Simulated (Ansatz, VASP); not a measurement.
## TaBr: VASP beside Ansatz

Contents of INCAR:

```
SYSTEM = TaBr
PREC     = Accurate       ! precision mode
ENCUT    = 520            ! plane-wave cutoff, eV
EDIFF    = 1E-7           ! SCF threshold, eV
ISMEAR   = 0              ! smearing method
SIGMA    = 0.1            ! smearing width, eV
LREAL    = .False.        ! projectors in reciprocal space
LASPH    = .True.         ! aspherical terms in the spheres
NELM     = 150            ! most SCF steps
ALGO     = Normal         ! electronic algorithm
ISIF     = 2              ! what is computed and relaxed
LWAVE    = .False.        ! write WAVECAR
LCHARG   = .False.        ! write CHGCAR
ISPIN    = 2              ! spin polarisation
MAGMOM   = 1 0            ! initial moments
LORBIT   = 11             ! projections on sites
LMAXMIX  = 4              ! l up to which the mixer works
GGA      = PE             ! functional
NBANDS   = 20             ! bands
```

KPOINTS

```
regular mesh
0
Gamma
  4 4 4
  0 0 0
```

File POSCAR:

```
TaBr
1.0
    3.7635387800      0.0000000000      0.0000000000
    0.0000000000      3.7635387800      0.0000000000
    0.0000000000      0.0000000000      3.7635387800
Ta Br
1 1
Direct
    0.5000000000      0.5000000000      0.5000000000
    0.0000000000      0.0000000000      0.0000000000
```

Input for Ansatz:

```yaml
crystal:
  lattice:
    - [3.76353878, 0.0, 0.0]
    - [0.0, 3.76353878, 0.0]
    - [0.0, 0.0, 3.76353878]
  atoms:
    - { symbol: Ta, position: [0.5, 0.5, 0.5], spin: 1.0 }
    - { symbol: Br, position: [0.0, 0.0, 0.0] }
basis:
  ecutwfc: 420
kpoints:
  mp_grid: { grid: [4, 4, 4] }
hamiltonian:
  xc: pbe
scf:
  occupations: { method: gaussian, width: 0.1 }
  lower_state_search: "off"
output:
  forces: true
  stress: true
  eigenvalues: true
  populations: true
magnetization:
  spin_polarized: true
```

Change from the starting cell: species swapped into the TiRu type (Pm-3m, No. 221).

Alike in both runs: task single point; functional PBE; k mesh 4 × 4 × 4; occupations gaussian, width 0.1 eV; collinear spin.

|  | VASP | Ansatz |
| --- | --- | --- |
| version | VASP 6.6.1 | Ansatz 0.2.0 |
| potentials or method | VASP PAW PBE potentials, release 64 (Ta_pv, Br), cutoff 520 eV | scalar-relativistic, plane waves, PAW |
| valence electrons in the cell | 18 | 20 |

|  | VASP | Ansatz | Ansatz less VASP |
| --- | --- | --- | --- |
| gap on the k mesh at the Fermi level (eV) | none | none | - |
| pressure (GPa) | -16.6 | -16.6 | -0.01 |
| net moment per atom (μB) | 0.27 | 0.27 | 0.000 |
| size of the moment on the site where the two differ most (μB) | 0.38 | 0.42 | +0.041 |

Site moments also hang on the region over which each program counts them. A gap of «none» marks a metal or a gap that the smearing closes. The functional is the same, so the differences come from potentials, cutoffs and numerics. VASP's potentials hold 18 valence electrons a cell and Ansatz's 20, so a difference there can come from the potentials and not from the codes.

The k mesh is coarse, so the values compare programs but aren't converged. Neither program's run includes spin-orbit coupling.
